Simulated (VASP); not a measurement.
Sr, 2 atoms in the cell. It takes space group I4_1/amd (No. 141, tetragonal). The conventional cell has a = 5.552 Å, b = 5.552 Å, c = 3.010 Å, α = 90.00°, β = 90.00°, γ = 90.00°. Within 3.8 Å of Sr (site symmetry -4m2) lie 10 Sr at 2.88 to 3.58 Å. 

| Quantity | Value |
| --- | --- |
| Program | VASP 6.6.1 |
| Task | relaxation of cell and atoms |
| Functional | PBE |
| Potentials or basis | VASP PAW PBE potentials, release 64 (Sr_sv) |
| Cutoff | 600 eV |
| k mesh | 14 × 14 × 14 |
| Occupations | fermi-dirac, width 0.05 eV |
| Spin | no spin polarisation |
| Target pressure | 33 GPa |
| Dipole correction | no |
| Further INCAR settings | ALGO = Normal; EDIFF = 1e-07; IBRION = 2; EDIFFG = -0.005; NSW = 32; ISIF = 3 |

Potentials or basis: VASP PAW PBE potentials, release 64 (Sr_sv).

Command:

```bash
$ cat potpaw_PBE.64/Sr_sv/POTCAR > POTCAR
$ mpirun -np 1 vasp_std > vasp.out
```

Hardware: 1 thread of Intel(R) Xeon(R) 6975P-C (Granite Rapids) (shared host).

Problem. How long does it take, and how much memory?

Solution. Run time: 4.1 min on 1 thread of Intel(R) Xeon(R) 6975P-C (Granite Rapids) (shared host), peak memory 0.33 GiB. Counts: scf iterations 32, k points 244, ion steps 3.
